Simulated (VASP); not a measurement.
# HgF3 in VASP: further runs

The runs below take HgF3 through single point, with PBE, r2SCAN.

Everything below comes from runs of VASP 6.6.1. Logs are shortened: lines on timing, memory, paths and dates and some standing lists are left out, and cuts for length are marked.

**1. The cell of the first run**

Symmetry: Fm-3m, No. 225, cubic system. Conventional cell: a = 5.726 Å, b = 5.726 Å, c = 5.726 Å, α = 90.00°, β = 90.00°, γ = 90.00°. Hg (site symmetry m-3m) has 14 F at 2.48 to 2.86 Å within 3.3 Å. Within 3.3 Å of F (site symmetry m-3m) lie 8 F at 2.48 Å and 6 Hg at 2.86 Å. F (site symmetry -43m) has 4 Hg at 2.48 Å and 10 F at 2.48 to 2.86 Å within 3.3 Å.

**2. Single point, PBE**

The input, INCAR:

```
SYSTEM = HgF3
PREC     = Accurate       ! precision mode
ENCUT    = 520            ! plane-wave cutoff, eV
EDIFF    = 1E-7           ! SCF threshold, eV
ISMEAR   = 1              ! smearing method
SIGMA    = 0.025          ! smearing width, eV
LREAL    = .False.        ! projectors in reciprocal space
LASPH    = .True.         ! aspherical terms in the spheres
NELM     = 60             ! most SCF steps
ALGO     = Normal         ! electronic algorithm
ISIF     = 2              ! what is computed and relaxed
LWAVE    = .False.        ! write WAVECAR
LCHARG   = .False.        ! write CHGCAR
GGA      = PE             ! functional
NBANDS   = 24             ! bands
```

The input, KPOINTS:

```
regular mesh
0
Gamma
  7 7 7
  0 0 0
```

The input, POSCAR:

```
HgF3
1.0
    0.0000000000      2.8631710000      2.8631710000
    2.8631710000      0.0000000000      2.8631710000
    2.8631710000      2.8631710000      0.0000000000
Hg F
1 3
Direct
    0.0000000000      0.0000000000      0.0000000000
    0.5000000000      0.5000000000      0.5000000000
    0.7500000000      0.7500000000      0.7500000000
    0.2500000000      0.2500000000      0.2500000000
```

Potentials or basis: VASP PAW PBE potentials, release 64 (Hg, F).

Started as:

```sh
cat potpaw_PBE.64/Hg/POTCAR potpaw_PBE.64/F/POTCAR > POTCAR
mpirun -np 1 vasp_std > vasp.out
```

OUTCAR:

```text
SYSTEM = HgF3
   PREC = Accurate
   ENCUT = 520
   EDIFF = 1E-7
   ISMEAR = 1
   LREAL = .False.
   LASPH = .True.
   NELM = 60
   ISIF = 2
   GGA = PE

 ion  position               nearest neighbor table
   1  0.000  0.000  0.000-   3 2.48   4 2.48   3 2.48   3 2.48   3 2.48   4 2.48   4 2.48   4 2.48
                             2 2.86   2 2.86   2 2.86   2 2.86   2 2.86   2 2.86
   2  0.500  0.500  0.500-   1 2.86   1 2.86   1 2.86   1 2.86   1 2.86   1 2.86
   3  0.750  0.750  0.750-   1 2.48   1 2.48   1 2.48   1 2.48
   4  0.250  0.250  0.250-   1 2.48   1 2.48   1 2.48   1 2.48

  LATTYP: Found a face centered cubic cell.
 ALAT       =     5.7263420000

  Lattice vectors:

 A1 = (   0.0000000000,   2.8631710000,   2.8631710000)
 A2 = (   2.8631710000,   0.0000000000,   2.8631710000)
 A3 = (   2.8631710000,   2.8631710000,   0.0000000000)

Analysis of symmetry for initial positions (statically):
=====================================================================
 Subroutine PRICEL returns:
 Original cell was already a primitive cell.

 Routine SETGRP: Setting up the symmetry group for a
 face centered cubic supercell.

 Subroutine GETGRP returns: Found 48 space group operations
 (whereof 48 operations were pure point group operations)
 out of a pool of 48 trial point group operations.

The static configuration has the point symmetry O_h .

Analysis of symmetry for dynamics (positions and initial velocities):
=====================================================================
 Subroutine PRICEL returns:
 Original cell was already a primitive cell.

 Routine SETGRP: Setting up the symmetry group for a
 face centered cubic supercell.

 Subroutine GETGRP returns: Found 48 space group operations
 (whereof 48 operations were pure point group operations)
 out of a pool of 48 trial point group operations.

The dynamic configuration has the point symmetry O_h .

 Subroutine INISYM returns: Found 48 space group operations
 (whereof 48 operations are pure point group operations),
 and found     1 'primitive' translations

----------------------------------------------------------------------------------------

                                     Primitive cell

  volume of cell :      46.9431

  direct lattice vectors                    reciprocal lattice vectors
     0.000000000  2.863171000  2.863171000    -0.174631554  0.174631554  0.174631554
     2.863171000  0.000000000  2.863171000     0.174631554 -0.174631554  0.174631554
     2.863171000  2.863171000  0.000000000     0.174631554  0.174631554 -0.174631554

  length of vectors
     4.049135260  4.049135260  4.049135260     0.302470723  0.302470723  0.302470723

  position of ions in fractional coordinates (direct lattice)
     0.000000000  0.000000000  0.000000000
     0.500000000  0.500000000  0.500000000
     0.750000000  0.750000000  0.750000000
     0.250000000  0.250000000  0.250000000

  ion indices of the primitive-cell ions
   primitive index   ion index
                 1           1
                 2           2
                 3           3
                 4           4

----------------------------------------------------------------------------------------

 KPOINTS: regular mesh

Automatic generation of k-mesh.
 Grid dimensions read from file:
 generate k-points for:    7    7    7

 Generating k-lattice:

  Cartesian coordinates                     Fractional coordinates (reciprocal lattice)
    -0.024947365  0.024947365  0.024947365     0.142857143  0.000000000  0.000000000
     0.024947365 -0.024947365  0.024947365     0.000000000  0.142857143  0.000000000
     0.024947365  0.024947365 -0.024947365     0.000000000  0.000000000  0.142857143

  Length of vectors
     0.043210103  0.043210103  0.043210103

  Shift w.r.t. Gamma in fractional coordinates (k-lattice)
     0.000000000  0.000000000  0.000000000

 Subroutine IBZKPT returns following result:
 ===========================================

 Found     20 irreducible k-points:

 Following reciprocal coordinates:
            Coordinates               Weight
  0.000000  0.000000  0.000000      1.000000
  0.142857  0.000000  0.000000      8.000000
  0.285714  0.000000  0.000000      8.000000
  0.428571  0.000000  0.000000      8.000000
  0.142857  0.142857  0.000000      6.000000
  0.285714  0.142857  0.000000     24.000000
[... 12 lines left out ...]
 -0.428571  0.428571  0.142857     24.000000
 -0.285714  0.428571  0.142857     24.000000
   k-points           NKPTS =     20   k-points in BZ     NKDIM =     20   number of bands    NBANDS=     24
   number of dos      NEDOS =    301   number of ions     NIONS =      4
   total plane-waves  NPLWV =  27000
   dimension x,y,z NGX =    30 NGY =   30 NGZ =   30
   dimension x,y,z NGXF=    60 NGYF=   60 NGZF=   60
   ions per type =               1   3
   NGX,Y,Z   is equivalent  to a cutoff of  12.32, 12.32, 12.32 a.u.
   NGXF,Y,Z  is equivalent  to a cutoff of  24.63, 24.63, 24.63 a.u.
[... 66 lines left out ...]
 k-point     1 :       0.0000    0.0000    0.0000
  band No.  band energies     occupation
      1     -21.9876      2.00000
      2     -20.9510      2.00000
      3     -19.9943      2.00000
      4      -5.6964      2.00000
      5      -5.6964      2.00000
      6      -5.6964      2.00000
[... 16 lines left out ...]
     23      17.7838      0.00000
     24      19.9085      0.00000

 k-point     2 :       0.1429    0.0000    0.0000
  band No.  band energies     occupation
      1     -21.9151      2.00000
      2     -20.9858      2.00000
      3     -20.0378      2.00000
      4      -5.6380      2.00000
      5      -5.6380      2.00000
      6      -5.5449      2.00000
[... 16 lines left out ...]
     23      18.0485      0.00000
     24      19.7220      0.00000

 k-point     3 :       0.2857    0.0000    0.0000
  band No.  band energies     occupation
      1     -21.7223      2.00000
      2     -21.0810      2.00000
      3     -20.1430      2.00000
      4      -5.5466      2.00000
      5      -5.5466      2.00000
      6      -5.0590      2.00000
[... 16 lines left out ...]
     23      18.6000      0.00000
     24      19.4122      0.00000

 k-point     4 :       0.4286    0.0000    0.0000
  band No.  band energies     occupation
      1     -21.4790      2.00000
      2     -21.2347      2.00000
      3     -20.2375      2.00000
      4      -5.5384      2.00000
      5      -5.5384      2.00000
      6      -4.5844      2.00000
[... 16 lines left out ...]
     23      19.0363      0.00000
     24      19.5213      0.00000

 k-point     5 :       0.1429    0.1429    0.0000
  band No.  band energies     occupation
      1     -21.8915      2.00000
      2     -20.9950      2.00000
      3     -20.0533      2.00000
      4      -5.6358      2.00000
      5      -5.6358      2.00000
      6      -5.4467      2.00000
[... 16 lines left out ...]
     23      18.0143      0.00000
     24      19.2155      0.00000

 k-point     6 :       0.2857    0.1429    0.0000
  band No.  band energies     occupation
      1     -21.7411      2.00000
      2     -21.0618      2.00000
      3     -20.1431      2.00000
      4      -5.5420      2.00000
      5      -5.4757      2.00000
      6      -5.1103      2.00000
[... 16 lines left out ...]
     23      18.2603      0.00000
     24      18.8838      0.00000
[... 271 lines left out ...]
 k-point    17 :       0.4286    0.2857    0.1429
  band No.  band energies     occupation
      1     -21.5803      2.00000
      2     -21.1273      2.00000
      3     -20.2438      2.00000
      4      -5.3968      2.00000
      5      -5.2769      2.00000
      6      -4.9724      2.00000
[... 16 lines left out ...]
     23      18.5902      0.00000
     24      18.7101      0.00000

 k-point    18 :      -0.4286    0.2857    0.1429
  band No.  band energies     occupation
      1     -21.3878      2.00000
      2     -21.2265      2.00000
      3     -20.3397      2.00000
      4      -5.3687      2.00000
      5      -5.1269      2.00000
      6      -5.0042      2.00000
[... 16 lines left out ...]
     23      18.7328      0.00000
     24      19.2550      0.00000

 k-point    19 :      -0.4286    0.4286    0.1429
  band No.  band energies     occupation
      1     -21.3552      2.00000
      2     -21.1985      2.00000
      3     -20.4016      2.00000
      4      -5.4064      2.00000
      5      -4.9164      2.00000
      6      -4.8749      2.00000
[... 16 lines left out ...]
     23      17.8283      0.00000
     24      18.8263      0.00000

 k-point    20 :      -0.2857    0.4286    0.1429
  band No.  band energies     occupation
      1     -21.2727      2.00000
      2     -21.2685      2.00000
      3     -20.4146      2.00000
      4      -5.5024      2.00000
      5      -4.8383      2.00000
      6      -4.8078      2.00000
[... 16 lines left out ...]
     23      18.6691      0.00000
     24      18.7769      0.00000

------------------------ aborting loop because EDIFF is reached ----------------------------------------

  FORCE on cell =-STRESS in cart. coord.  units (eV):
  Direction    XX          YY          ZZ          XY          YZ          ZX
  --------------------------------------------------------------------------------------
  -------------------------------------------------------------------------------------
  Total        0.3930833      0.3930833      0.3930833     -0.0000000      0.0000000     -0.0000000
  in kB       13.4160084     13.4160084     13.4160084     -0.0000000      0.0000000     -0.0000000
  external PRESSURE =      13.4160084 kB  Pullay stress =       0.0000000 kB

 VOLUME and BASIS-vectors are now :
 -----------------------------------------------------------------------------
  energy-cutoff  :      520.00
  volume of cell :       46.94
      direct lattice vectors                 reciprocal lattice vectors
     0.000000000  2.863171000  2.863171000    -0.174631554  0.174631554  0.174631554
     2.863171000  0.000000000  2.863171000     0.174631554 -0.174631554  0.174631554
     2.863171000  2.863171000  0.000000000     0.174631554  0.174631554 -0.174631554

 POSITION                                       TOTAL-FORCE (eV/Angst)
 -----------------------------------------------------------------------------------
      0.00000      0.00000      0.00000         0.000000     -0.000000     -0.000000
      2.86317      2.86317      2.86317         0.000000     -0.000000     -0.000000
      4.29476      4.29476      4.29476        -0.000000     -0.000000     -0.000000
      1.43159      1.43159      1.43159         0.000000      0.000000      0.000000
 -----------------------------------------------------------------------------------
    total drift:                                0.000000     -0.000000      0.000000

  FREE ENERGIE OF THE ION-ELECTRON SYSTEM (eV)
  ---------------------------------------------------
  free  energy   TOTEN  =        -8.6094000464 eV

  energy  without entropy=       -8.6083939459  energy(sigma->0) =       -8.60906468
```

Run time: 49 s. Hardware: 1 thread of Intel Xeon 8259CL, shared host; peak memory 0.18 GiB.

What came out:

| Quantity | Value |
| --- | --- |
| Free energy | -8.6094 eV |
| Pressure | 1.3 GPa |
| Band gap on the k mesh | zero (an odd number of electrons rules out a gap without spin polarisation) |

Caveat: spin-orbit coupling is left out, which moves the levels of the heavy elements; an odd number of electrons without spin polarisation forces a metal; a magnetic or distorted state may lie lower.

**3. Single point, PBE**

The input, INCAR:

```
SYSTEM = HgF3
PREC     = Accurate       ! precision mode
ENCUT    = 520            ! plane-wave cutoff, eV
EDIFF    = 1E-6           ! SCF threshold, eV
ISMEAR   = 1              ! smearing method
SIGMA    = 0.01           ! smearing width, eV
LREAL    = .False.        ! projectors in reciprocal space
LASPH    = .True.         ! aspherical terms in the spheres
NELM     = 100            ! most SCF steps
ALGO     = Normal         ! electronic algorithm
ISIF     = 2              ! what is computed and relaxed
LWAVE    = .False.        ! write WAVECAR
LCHARG   = .True.         ! write CHGCAR
GGA      = PE             ! functional
LELF     = .True.         ! ELF
LVHAR    = .True.       
NBANDS   = 24             ! bands
```

The input, KPOINTS:

```
Automatic mesh
0
Gamma
  7 7 7
  0 0 0
```

POSCAR is that of step 2.

Potentials or basis: VASP PAW PBE potentials, release 64 (Hg, F).

Started as:

```sh
cat potpaw_PBE.64/Hg/POTCAR potpaw_PBE.64/F/POTCAR > POTCAR
mpirun -np 1 vasp_std > vasp.out
```

It took 48 s on 1 thread of Intel Xeon 8259CL, shared host; peak memory 0.18 GiB.

It converged, with:

| Property | Result |
| --- | --- |
| Free energy | -8.6090 eV |
| Pressure | 1.3 GPa |
| Band gap on the k mesh | zero (an odd number of electrons rules out a gap without spin polarisation) |

Levels at points of the mesh, in eV from the Fermi level:
```
           k point  band 15  band 16  band 17  band 18  band 19  band 20
(0.00, 0.00, 0.00)    -0.54    -0.54    -0.54     1.34    12.73    12.73
```

Caveat: spin-orbit coupling is left out, which moves the levels of the heavy elements; an odd number of electrons without spin polarisation forces a metal; a magnetic or distorted state may lie lower.

**4. Single point, PBE**

The input, INCAR:

```
PREC = Accurate
ENCUT = 520
EDIFF = 1E-6
ISMEAR = 1
SIGMA = 0.005
LREAL = False
LASPH = True
NELM = 80
ALGO = Normal
ISIF = 2
LWAVE = False
LCHARG = True
GGA = PE
LELF = True
LVHAR = True
NBANDS = 24
```

The input, KPOINTS:

```
Automatic mesh
0
Gamma
  7 7 7
```

POSCAR is that of step 3.

Started as:

```sh
cat potpaw_PBE.64/Hg/POTCAR potpaw_PBE.64/F/POTCAR > POTCAR
mpirun -np 1 vasp_std > vasp.out
```

Run time: 51 s. Hardware: 1 thread of Intel Xeon 8259CL, shared host; peak memory 0.17 GiB.

The run converged. Its results:

| Quantity | Value |
| --- | --- |
| Free energy | -8.6090 eV |
| Pressure | 1.3 GPa |
| Band gap on the k mesh | zero (an odd number of electrons rules out a gap without spin polarisation) |

Levels at points of the mesh, in eV from the Fermi level:
| k point | band 15 | band 16 | band 17 | band 18 | band 19 | band 20 |
| --- | --- | --- | --- | --- | --- | --- |
| (0.00, 0.00, 0.00) | -0.53 | -0.53 | -0.53 | 1.34 | 12.73 | 12.73 |

Caveat: spin-orbit coupling is left out, which moves the levels of the heavy elements; an odd number of electrons without spin polarisation forces a metal; a magnetic or distorted state may lie lower.

**5. Single point, r2SCAN**

The input, POSCAR:

```
HgF3
1.0
    0.0000000000      2.8631710000      2.8631710000
    2.8631710000      0.0000000000      2.8631710000
    2.8631710000      2.8631710000      0.0000000000
Hg F
1 3
Direct
    0.0125830000      0.0002280000     -0.0084320000
    0.4993640000      0.4945330000      0.5103970000
    0.7627580000      0.7357030000      0.7376920000
    0.2636780000      0.2487450000      0.2377080000
```

The input, INCAR.step1:

```
ALGO     = Normal         # electronic algorithm
EDIFF    = 1E-4           # SCF threshold, eV
ENCUT    = 520            # plane-wave cutoff, eV
GGA      = PE             # functional
ISMEAR   = 0              # smearing method
LASPH    = True           # aspherical terms in the spheres
LCHARG   = False          # write CHGCAR
LREAL    = False          # projectors in reciprocal space
LWAVE    = True           # write WAVECAR
NBANDS   = 24             # bands
NELM     = 100            # most SCF steps
PREC     = Accurate       # precision mode
SIGMA    = 0.1            # smearing width, eV
```

The input, INCAR.step2:

```
ALGO     = Normal         # electronic algorithm
EDIFF    = 1E-6           # SCF threshold, eV
ENCUT    = 520            # plane-wave cutoff, eV
ISIF     = 2              # what is computed and relaxed
ISMEAR   = 0              # smearing method
ISTART   = 1            
LASPH    = True           # aspherical terms in the spheres
LCHARG   = False          # write CHGCAR
LMIXTAU  = True         
LREAL    = False          # projectors in reciprocal space
LWAVE    = False          # write WAVECAR
METAGGA  = R2SCAN         # meta-GGA
NBANDS   = 24             # bands
NELM     = 100            # most SCF steps
PREC     = Accurate       # precision mode
SIGMA    = 0.1            # smearing width, eV
```

The input, KPOINTS:

```
k-points
0
Gamma
  7 7 7
```

Started as:

```sh
cat potpaw_PBE.64/Hg/POTCAR potpaw_PBE.64/F/POTCAR > POTCAR
cp INCAR.step1 INCAR
mpirun -np 1 vasp_std > vasp.out
cp INCAR.step2 INCAR
mpirun -np 1 vasp_std > vasp.out
```

Wall time 18 min (1 thread of Intel Xeon 8259CL, shared host); peak memory 0.3 GiB.

The run converged. Its results:

```yaml
Free_energy: -62.2880 eV
Pressure: -4.3 GPa
Largest_force: 0.196 eV/Å
Band_gap_on_the_k_mesh: zero (an odd number of electrons rules out a gap without spin polarisation)
```

Forces on the atoms (eV/Å):
```
Hg  -0.111 -0.021 -0.028
F   -0.175 -0.067  0.058
F    0.177  0.031  0.031
F    0.110  0.057 -0.061
```

Stress tensor (GPa, compression positive):
```
-4.47  0.25  0.01
 0.25 -4.28  0.23
 0.01  0.23 -4.28
```

Levels at points of the mesh, in eV from the Fermi level:
```
           k point  band 15  band 16  band 17  band 18  band 19  band 20
(0.00, 0.00, 0.00)    -0.55    -0.49    -0.46     1.93    13.58    13.66
```

Caveat: the cell stands under tension; the PAW data sets were made with another functional, which shifts forces and pressure a little; spin-orbit coupling is left out, which moves the levels of the heavy elements; an odd number of electrons without spin polarisation forces a metal; a magnetic or distorted state may lie lower.

**6. The runs side by side**

```csv
level,cell,smearing,gap on the mesh (eV),pressure (GPa)
PBE,"as given, atomic positions A",methfessel-paxton 0.025 eV,none,1.3
PBE,"as given, atomic positions A",methfessel-paxton 0.01 eV,none,1.3
PBE,"as given, atomic positions A",methfessel-paxton 0.005 eV,none,1.3
r2SCAN,"as given, atomic positions B",gaussian 0.1 eV,none,-4.3
```

Alike in all rows: task single point; potentials or basis VASP PAW PBE potentials, release 64 (Hg, F); no spin polarisation; k mesh 7 × 7 × 7; cutoff (eV) 520.

The pressure there spans -4.3 GPa (r2SCAN) to 1.3 GPa (PBE); a positive pressure means that this level wants a larger cell, a negative one a smaller.

Caveats: spin-orbit coupling is left out, which moves the levels of the heavy elements; an odd number of electrons without spin polarisation forces a metal; a magnetic or distorted state may lie lower; the cell stands under tension (at least some runs); the PAW data sets were made with another functional, which shifts forces and pressure a little (at least some runs).

Total energies depend on the potentials used, so only differences within one code and one set of settings carry meaning.
